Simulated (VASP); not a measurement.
# MoS2 (R-3m) in VASP: single point with PBE+D3(BJ)

Aim: the single point of MoS2 with PBE+D3(BJ).

All numbers are computed with VASP 6.6.1; they aren't measurements. Logs are shortened: lines on timing, memory, paths and dates and some standing lists are left out, and cuts for length are marked.

### Step 1. The cell of the first run

The structure is trigonal, space group R-3m (No. 166). The conventional cell has a = 3.134 Å, b = 3.134 Å, c = 17.864 Å, α = 90.00°, β = 90.00°, γ = 120.00°. Within 3.2 Å of Mo (site symmetry -3m) lie 6 S at 2.42 Å and 6 Mo at 3.13 Å. S (site symmetry 3m) has 3 Mo at 2.42 Å and 6 S at 3.13 Å within 3.2 Å.

### Step 2. Single point, PBE+D3(BJ)

Input file INCAR:

```
SYSTEM = MoS2
ALGO = Normal
EDIFF = 1E-6
ENCUT = 520
GGA = PE
ISIF = 2
ISMEAR = 0
IVDW = 12
LASPH = .True.
LCHARG = .True.
LELF = .True.
LREAL = .False.
LVHAR = .True.
LWAVE = .False.
NBANDS = 49
NELM = 100
PREC = Accurate
SIGMA = 0.15
```

Input file KPOINTS:

```
k-points
0
Gamma
  14 14 3
  0 0 0
```

Input file POSCAR:

```
MoS2
1.0
   -3.1342106946      0.0000000000      0.0000000000
   -1.5671053473     -2.7143060823      0.0000000000
    0.0000000000      0.0000000000     17.8635570258
Mo S
3 6
Direct
    0.6666666667      0.6666666667      0.3333333333
    1.0000000000      0.0000000000      0.0000000000
    0.3333333333      0.3333333333      0.6666666667
    0.6666666667      0.6666666667      0.0897089552
    0.0000000000      1.0000000000      0.7563756219
    0.3333333333      0.3333333333      0.4230422885
    0.6666666667      0.6666666667      0.5769577115
    1.0000000000      0.0000000000      0.2436243781
    0.3333333333      0.3333333333      0.9102910448
```

Potentials or basis: VASP PAW PBE potentials, release 64 (Mo_sv, S).

On the command line:

```
cat potpaw_PBE.64/Mo_sv/POTCAR potpaw_PBE.64/S/POTCAR > POTCAR
mpirun -np 1 vasp_std > vasp.out
```

OUTCAR:

```text
SYSTEM = MoS2
   EDIFF = 1E-6
   ENCUT = 520
   GGA = PE
   ISIF = 2
   ISMEAR = 0
   IVDW = 12
   LASPH = .True.
   LREAL = .False.
   NELM = 100
   PREC = Accurate
 IVDW          = 12

 ion  position               nearest neighbor table
   1  0.667  0.667  0.333-   6 2.42   8 2.42   6 2.42   8 2.42   8 2.42   6 2.42
   2  0.000  0.000  0.000-   4 2.42   9 2.42   4 2.42   9 2.42   4 2.42   9 2.42
   3  0.333  0.333  0.667-   7 2.42   5 2.42   7 2.42   5 2.42   5 2.42   7 2.42
   4  0.667  0.667  0.090-   2 2.42   2 2.42   2 2.42
   5  0.000  0.000  0.756-   3 2.42   3 2.42   3 2.42
   6  0.333  0.333  0.423-   1 2.42   1 2.42   1 2.42
   7  0.667  0.667  0.577-   3 2.42   3 2.42   3 2.42
   8  0.000  0.000  0.244-   1 2.42   1 2.42   1 2.42
   9  0.333  0.333  0.910-   2 2.42   2 2.42   2 2.42

  LATTYP: Found a hexagonal cell.
 ALAT       =     3.1342106946
 C/A-ratio  =     5.6995392992

  Lattice vectors:

 A1 = (   1.5671053473,   2.7143060823,   0.0000000000)
 A2 = (  -3.1342106946,   0.0000000000,   0.0000000000)
 A3 = (   0.0000000000,   0.0000000000,  17.8635570258)

Analysis of symmetry for initial positions (statically):
=====================================================================
 Subroutine PRICEL returns following result:

  LATTYP: Found a trigonal (rhomboedric) cell.
 ALAT       =     6.2234011743
 COS(alpha) =     0.8731849534

  Lattice vectors:

 A1 = (   0.0000000002,   1.8095373883,  -5.9545190080)
 A2 = (   1.5671053470,  -0.9047686943,  -5.9545190098)
 A3 = (  -1.5671053471,  -0.9047686940,  -5.9545190080)

   3 primitive cells build up your supercell.

 Routine SETGRP: Setting up the symmetry group for a
 hexagonal supercell.

 Subroutine GETGRP returns: Found 12 space group operations
 (whereof 12 operations were pure point group operations)
 out of a pool of 24 trial point group operations.

The static configuration has the point symmetry D_3d.

Analysis of symmetry for dynamics (positions and initial velocities):
=====================================================================
 Subroutine PRICEL returns following result:

  LATTYP: Found a trigonal (rhomboedric) cell.
 ALAT       =     6.2234011743
 COS(alpha) =     0.8731849534

  Lattice vectors:

 A1 = (   0.0000000002,   1.8095373883,  -5.9545190080)
 A2 = (   1.5671053470,  -0.9047686943,  -5.9545190098)
 A3 = (  -1.5671053471,  -0.9047686940,  -5.9545190080)

   3 primitive cells build up your supercell.

 Routine SETGRP: Setting up the symmetry group for a
 hexagonal supercell.

 Subroutine GETGRP returns: Found 12 space group operations
 (whereof 12 operations were pure point group operations)
 out of a pool of 24 trial point group operations.

The dynamic configuration has the point symmetry D_3d.

 Subroutine INISYM returns: Found 12 space group operations
 (whereof 12 operations are pure point group operations),
 and found     3 'primitive' translations

----------------------------------------------------------------------------------------

                                     Primitive cell

  volume of cell :      50.6563

  direct lattice vectors                    reciprocal lattice vectors
     0.000000000  1.809537388 -5.954519008    -0.000000000  0.368418288 -0.055979892
     1.567105347 -0.904768694 -5.954519010     0.319059597 -0.184209144 -0.055979892
    -1.567105347 -0.904768694 -5.954519008    -0.319059597 -0.184209144 -0.055979892

  length of vectors
     6.223401174  6.223401176  6.223401174     0.372646996  0.372646996  0.372646996

  position of ions in fractional coordinates (direct lattice)
     0.000000000  0.000000000  0.000000000
     0.243624378  0.243624378  0.243624378
     0.756375622  0.756375622  0.756375622

  ion indices of the primitive-cell ions
   primitive index   ion index
                 1           1
                 2           4
                 3           7

----------------------------------------------------------------------------------------

 KPOINTS: k-points

Automatic generation of k-mesh.
 Grid dimensions read from file:
 generate k-points for:   14   14    3

 Generating k-lattice:

  Cartesian coordinates                     Fractional coordinates (reciprocal lattice)
    -0.022789971  0.013157796  0.000000000     0.071428571  0.000000000  0.000000000
     0.000000000 -0.026315592  0.000000000     0.000000000  0.071428571  0.000000000
     0.000000000  0.000000000  0.018659964     0.000000000  0.000000000  0.333333333

  Length of vectors
     0.026315592  0.026315592  0.018659964

  Shift w.r.t. Gamma in fractional coordinates (k-lattice)
     0.000000000  0.000000000  0.000000000

 Subroutine IBZKPT returns following result:
 ===========================================

 Found     64 irreducible k-points:

 Following reciprocal coordinates:
            Coordinates               Weight
  0.000000  0.000000  0.000000      1.000000
  0.071429 -0.000000  0.000000      6.000000
  0.142857 -0.000000  0.000000      6.000000
  0.214286 -0.000000  0.000000      6.000000
  0.285714 -0.000000  0.000000      6.000000
  0.357143 -0.000000  0.000000      6.000000
[... 16 lines left out ...]
 -0.428571  0.285714  0.000000      6.000000
 -0.357143  0.285714  0.000000      6.000000
 [... further k-points ...]
   k-points           NKPTS =     64   k-points in BZ     NKDIM =     64   number of bands    NBANDS=     49
   number of dos      NEDOS =    301   number of ions     NIONS =      9
   total plane-waves  NPLWV =  80640
   dimension x,y,z NGX =    24 NGY =   24 NGZ =  140
   dimension x,y,z NGXF=    48 NGYF=   48 NGZF=  280
   ions per type =               3   6
   NGX,Y,Z   is equivalent  to a cutoff of  12.73, 12.73, 13.03 a.u.
   NGXF,Y,Z  is equivalent  to a cutoff of  25.46, 25.46, 26.06 a.u.
 SYSTEM =  MoS2
   PREC   = accura    normal or accurate (medium, high low for compatibility)
   ISTART =      0    job   : 0-new  1-cont  2-samecut
   ICHARG =      2    charge: 1-file 2-atom 10-const
   ISPIN  =      1    spin polarized calculation?
   LNONCOLLINEAR =      F non collinear calculations
   LSORBIT =      F    spin-orbit coupling
   LASPH  =      T    aspherical Exc in radial PAW
   ENCUT  =  520.0 eV  38.22 Ry    6.18 a.u.   5.83  5.83 33.21*2*pi/ulx,y,z
   NELM   =    100;   NELMIN=  2; NELMDL= -5     # of ELM steps
   EDIFF  = 0.1E-05   stopping-criterion for ELM
   LREAL  =      F    real-space projection
   EDIFFG = 0.1E-04   stopping-criterion for IOM
   NSW    =      0    number of steps for IOM
   IBRION =     -1    ionic relax: 0-MD 1-quasi-New 2-CG
   NFREE  =      0    steps in history (QN), initial steepest desc. (CG)
   ISIF   =      2    stress and relaxation
   ISYM   =      2    0-nonsym 1-usesym 2-fastsym
   POTIM  = 0.5000    time-step for ionic-motion
   TEBEG  =    0.0;   TEEND  =   0.0 temperature during run
   PSTRESS=    0.0 pullay stress
   NELECT =      78.0000    total number of electrons
   NUPDOWN=      -1.0000    fix difference up-down
   EMIN   =  10.00;   EMAX   =-10.00  energy-range for DOS
   EFERMI =   0.00;   METHOD = LEGACY
   ISMEAR =     0;   SIGMA  =   0.15  broadening in eV -4-tet -1-fermi 0-gaus
   EFERMI_NEDOS =   21; number of points for ismear=-14 and -15
   IALGO  =     38    algorithm
   IMIX   =      4    mixing-type and parameters
     AMIX     =   0.40;   BMIX     =  1.00
     AMIX_MAG =   1.60;   BMIX_MAG =  1.00
  volume/ion in A,a.u.               =      16.89       113.95
  Fermi-wavevector in a.u.,A,eV,Ry     =   1.310755  2.476967 23.375864  1.718078
  Thomas-Fermi vector in A             =   2.441263
   LORBIT       =      0    0 simple, 1 ext, 2 COOP (PROOUT), +10 PAW based schemes
   GGA     = PE    functional components
   LHFCALC =     F    Hartree Fock is set to
   AEXX    =    0.0000 exact exchange contribution
   IVDW    =    12    specifies the selected vdW correction
   LEPSILON=     F    determine dielectric tensor
   LRPA    =     F    only Hartree local field effects (RPA)
 non-spin polarized calculation
 Gauss-broadening in eV      SIGMA  =   0.15
  energy-cutoff  :      520.00
  volume of cell :      151.97
 maximum number of plane-waves:      4114
   NGX = 11   NGY = 11   NGZ = 67

 number of electron      77.9999999 magnetization

 Free energy of the ion-electron system (eV)
  ---------------------------------------------------
  ext. energy  EPLUGINS =         0.00000000
  ---------------------------------------------------
  free energy    TOTEN  =       -62.85998104 eV

  energy without entropy =      -62.83246120  energy(sigma->0) =      -62.84622112

 E-fermi :   8.3855     XC(G=0): -11.2202

 val. band max:        8.3649667196   @ k =   0.0000   0.0000   0.3333
 cond. band min:       8.4255883662   @ k =   0.0000   0.0000   0.3333
 fundamental gap:      0.0606216467
 Fermi energy:         8.3855269588

 k-point     1 :       0.0000    0.0000    0.0000
  band No.  band energies     occupation
      1     -53.2969      2.00000
      2     -53.2969      2.00000
      3     -53.2969      2.00000
      4     -27.3916      2.00000
      5     -27.3916      2.00000
      6     -27.3915      2.00000
[... 41 lines left out ...]
     48      11.7171      0.00000
     49      11.7171      0.00000

 k-point     2 :       0.0714   -0.0000    0.0000
  band No.  band energies     occupation
      1     -53.2946      2.00000
      2     -53.2946      2.00000
      3     -53.2946      2.00000
      4     -27.3874      2.00000
      5     -27.3874      2.00000
      6     -27.3872      2.00000
[... 41 lines left out ...]
     48      11.4962      0.00000
     49      11.5175      0.00000

 k-point     3 :       0.1429   -0.0000    0.0000
  band No.  band energies     occupation
      1     -53.2883      2.00000
      2     -53.2883      2.00000
      3     -53.2883      2.00000
      4     -27.3755      2.00000
      5     -27.3755      2.00000
      6     -27.3753      2.00000
[... 1081 lines left out ...]
     48      11.3145      0.00000
     49      12.0978      0.00000

 k-point    24 :      -0.3571    0.2857    0.0000
  band No.  band energies     occupation
      1     -53.2460      2.00000
      2     -53.2460      2.00000
      3     -53.2460      2.00000
      4     -27.5646      2.00000
      5     -27.5646      2.00000
      6     -27.5646      2.00000
[... 41 lines left out ...]
     48      11.6925      0.00000
     49      11.8359      0.00000

 [... further k-points ...]

------------------------ aborting loop because EDIFF is reached ----------------------------------------

 Edisp (eV)   -4.04842

 E8    (eV) :    -1.6341

  FORCE on cell =-STRESS in cart. coord.  units (eV):
  Direction    XX          YY          ZZ          XY          YZ          ZX
  --------------------------------------------------------------------------------------
  -------------------------------------------------------------------------------------
  Total      -0.07724    -0.07724    -0.10166     0.00000    -0.00000     0.00000
  in kB      -0.81435    -0.81435    -1.07178     0.00000    -0.00000     0.00000
  external pressure =       -0.90 kB  Pullay stress =        0.00 kB

 VOLUME and BASIS-vectors are now :
 -----------------------------------------------------------------------------
  energy-cutoff  :      520.00
  volume of cell :      151.97
      direct lattice vectors                 reciprocal lattice vectors
    -3.134210695  0.000000000  0.000000000    -0.319059597  0.184209144  0.000000000
    -1.567105347 -2.714306082  0.000000000     0.000000000 -0.368418288  0.000000000
     0.000000000  0.000000000 17.863557026     0.000000000  0.000000000  0.055979892

 POSITION                                       TOTAL-FORCE (eV/Angst)
 -----------------------------------------------------------------------------------
     -3.13421     -1.80954      5.95452         0.000000     -0.000000     -0.000000
      0.00000      0.00000      0.00000         0.000000      0.000000     -0.000000
     -1.56711     -0.90477     11.90904        -0.000000      0.000000     -0.000000
     -3.13421     -1.80954      1.60252         0.000000     -0.000000     -0.019156
      0.00000      0.00000     13.51156        -0.000000     -0.000000     -0.019156
     -1.56711     -0.90477      7.55704        -0.000000     -0.000000     -0.019156
     -3.13421     -1.80954     10.30652         0.000000      0.000000      0.019156
      0.00000      0.00000      4.35200         0.000000      0.000000      0.019156
     -1.56711     -0.90477     16.26104        -0.000000      0.000000      0.019156
 -----------------------------------------------------------------------------------
    total drift:                               -0.000000     -0.000000      0.000000

  FREE ENERGIE OF THE ION-ELECTRON SYSTEM (eV)
  ---------------------------------------------------
  free  energy   TOTEN  =       -66.9084022165 eV

  energy  without entropy=      -66.8808823802  energy(sigma->0) =      -66.89464230
```

It took 8.7 min on 1 thread of AMD EPYC 7R13 (Zen 3), shared host; peak memory 0.47 GiB.

What came out:

```
Free energy                : -66.9084 eV
Pressure                   : -0.1 GPa
Largest force              : 0.019 eV/Å
Band gap on the k mesh     : zero (band 39 reaches 8.69 eV, above the bottom of band 40 at 8.22 eV)
Dispersion energy per atom : -0.450 eV
```

Forces on the atoms (eV/Å):
```
Mo   0.000  0.000  0.000
Mo   0.000  0.000  0.000
Mo   0.000  0.000  0.000
S    0.000  0.000 -0.019
S    0.000  0.000 -0.019
S    0.000  0.000 -0.019
S    0.000  0.000  0.019
S    0.000  0.000  0.019
S    0.000  0.000  0.019
```

Levels at points of the mesh, in eV from the Fermi level:
```
           k point  band 35  band 36  band 37  band 38  band 39  band 40  band 41  band 42  band 43  band 44
(0.00, 0.00, 0.00)    -0.78    -0.78    -0.78    -0.25    -0.25    -0.09    -0.09    -0.09    -0.09     0.06
(0.50, 0.00, 0.00)    -2.07    -2.07    -1.68    -1.38    -1.38     1.38     1.38     1.38     1.81     2.09
```

Caveat: pairwise dispersion overbinds metals, which lowers pressure and volume.
